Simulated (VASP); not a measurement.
CdS (Hawleyite), 2 atoms in the cell. The structure is cubic, space group F-43m (No. 216). The conventional cell has a = 5.833 Å, b = 5.833 Å, c = 5.833 Å, α = 90.00°, β = 90.00°, γ = 90.00°. Cd (site symmetry -43m) has 4 S at 2.53 Å within 3.3 Å. Within 3.3 Å of S (site symmetry -43m) lie 4 Cd at 2.53 Å. 

- Program: VASP 6.6.1
- Task: single point
- Functional: r2SCAN
- Potentials or basis: VASP PAW PBE potentials, release 64 (Cd, S)
- Cutoff: 520 eV
- k mesh: 8 × 8 × 8
- Occupations: gaussian, width 0.01 eV
- Spin: no spin polarisation
- Dipole correction: no
- Further INCAR settings: ALGO = Normal; EDIFF = 1e-06; NBANDS = 16

Potentials or basis: VASP PAW PBE potentials, release 64 (Cd, S).

Run with:

```console
$ cat potpaw_PBE.64/Cd/POTCAR potpaw_PBE.64/S/POTCAR > POTCAR
$ cp INCAR.step1 INCAR
$ mpirun -np 1 vasp_std > vasp.out
$ cp INCAR.step2 INCAR
$ mpirun -np 1 vasp_std > vasp.out
```

Hardware: 1 thread of AMD EPYC 9R45 96-Core Processor (Zen 5), with other jobs on the host.

**Question.** How long does it take, and how much memory?

**Answer.** Run time: 56 s on 1 thread of AMD EPYC 9R45 96-Core Processor (Zen 5), on a shared host, peak memory 0.16 GiB. Counts: k points 29.
